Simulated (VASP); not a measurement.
Crystal: Si.

```
CELL_PARAMETERS angstrom
2.79000 0.00000 0.00000
-1.39500 2.41621 0.00000
0.00000 0.00000 4.55607
ATOMIC_POSITIONS crystal
Si 0.33333 0.66667 0.25000
Si 0.66667 0.33333 0.75000
```

* Program: VASP 6.6.1
* Task: relaxation of cell and atoms
* Functional: PBE
* Potentials or basis: VASP PAW PBE potentials, release 64 (Si)
* Cutoff: 600 eV
* k mesh: 9 × 9 × 5
* Occupations: fermi-dirac, width 0.05 eV
* Spin: no spin polarisation

At the start: pressure -4.9 GPa; volume 15.36 Å³/atom.

Q: How do energy, volume and symmetry change on relaxing?

A: Over 6 steps the energy falls by 15.2 meV/atom and the volume is 14.44 Å³/atom (-6.0 %); space group P6_3/mmc (No. 194, to 0.05 Å).

The path:
```csv
step,energy change (eV),largest force (eV/Å),pressure (GPa),volume (Å³)
1,0.0000,0.0000,-4.89,30.71
2,-0.0299,0.0000,0.51,28.68
3,-0.0303,0.0000,-0.03,28.87
4,-0.0303,0.0000,-0.14,28.90
5,-0.0303,0.0000,-0.04,28.87
6,-0.0303,0.0000,-0.08,28.88
```

Final structure:
```xyz
2
Lattice="2.7390 0.0000 0.0000 -1.3695 2.3720 0.0000 0.0000 0.0000 4.4456" Properties=species:S:1:pos:R:3 pbc="T T T"
Si    0.0000    1.5814    1.1114
Si    1.3695    0.7907    3.3342
```
